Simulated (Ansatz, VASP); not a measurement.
## Two plane-wave programs on SrRh6

INCAR

```
SYSTEM = SrRh6
ALGO = Fast ; EDIFF = 1E-6
ENCUT = 520 ; GGA = PE
ISIF = 2 ; ISMEAR = 0
LASPH = .TRUE. ; LCHARG = .TRUE.
LELF = .TRUE. ; LREAL = .FALSE.
LVHAR = .TRUE. ; LWAVE = .FALSE.
NBANDS = 59 ; NELM = 80
PREC = Accurate ; SIGMA = 0.1
```

The input KPOINTS:

```
k-points
0
G
  4 4 4
  0 0 0
```

Contents of POSCAR:

```
SrRh6
1.0
    4.6842217400      0.0000000000      0.0000000000
    0.0000000000      4.6842217400      0.0000000000
    0.0000000000      0.0000000000      4.6842217400
Sr Rh
1 6
Direct
    0.0000000000      0.0000000000      0.0000000000
    0.5000000000      0.5000000000      0.2070000000
    0.5000000000      0.5000000000      0.7930000000
    0.2070000000      0.5000000000      0.5000000000
    0.7930000000      0.5000000000      0.5000000000
    0.5000000000      0.2070000000      0.5000000000
    0.5000000000      0.7930000000      0.5000000000
```

Input for Ansatz:

```yaml
crystal:
  lattice:
    - [4.68422174, 0.0, 0.0]
    - [0.0, 4.68422174, 0.0]
    - [0.0, 0.0, 4.68422174]
  atoms:
    - { symbol: Sr, position: [0.0, 0.0, 0.0] }
    - { symbol: Rh, position: [0.5, 0.5, 0.207] }
    - { symbol: Rh, position: [0.5, 0.5, 0.793] }
    - { symbol: Rh, position: [0.207, 0.5, 0.5] }
    - { symbol: Rh, position: [0.793, 0.5, 0.5] }
    - { symbol: Rh, position: [0.5, 0.207, 0.5] }
    - { symbol: Rh, position: [0.5, 0.793, 0.5] }
basis:
  ecutwfc: 420
kpoints:
  mp_grid: { grid: [4, 4, 4] }
hamiltonian:
  xc: pbe
scf:
  occupations: { method: gaussian, width: 0.1 }
  lower_state_search: "off"
output:
  forces: true
  stress: true
  eigenvalues: true
```

Change from the starting cell: species swapped into the PrB6 type (Pm-3m, No. 221).

Alike in both runs: task single point; functional PBE; k mesh 4 × 4 × 4; occupations gaussian, width 0.1 eV; no spin polarisation.

|  | VASP | Ansatz |
| --- | --- | --- |
| version | VASP 6.6.1 | Ansatz 0.2.0 |
| potentials or method | VASP PAW PBE potentials, release 64 (Sr_sv, Rh_pv), cutoff 520 eV | scalar-relativistic, plane waves, PAW |
| valence electrons in the cell | 100 | 112 |

VASP gave:

| Item | Value |
| --- | --- |
| gap on the k mesh at the Fermi level (eV) | none |
| rms of the force components (eV/Å) | 19.866 |

What did Ansatz give for the same quantities?

gap on the k mesh at the Fermi level (eV): none; rms of the force components (eV/Å): 18.655.

Atom by atom the forces differ by 1.211 eV/Å (rms over components). A gap of «none» marks a metal or a gap that the smearing closes. VASP's potentials hold 100 valence electrons a cell and Ansatz's 112, so a difference there can come from the potentials and not from the codes.
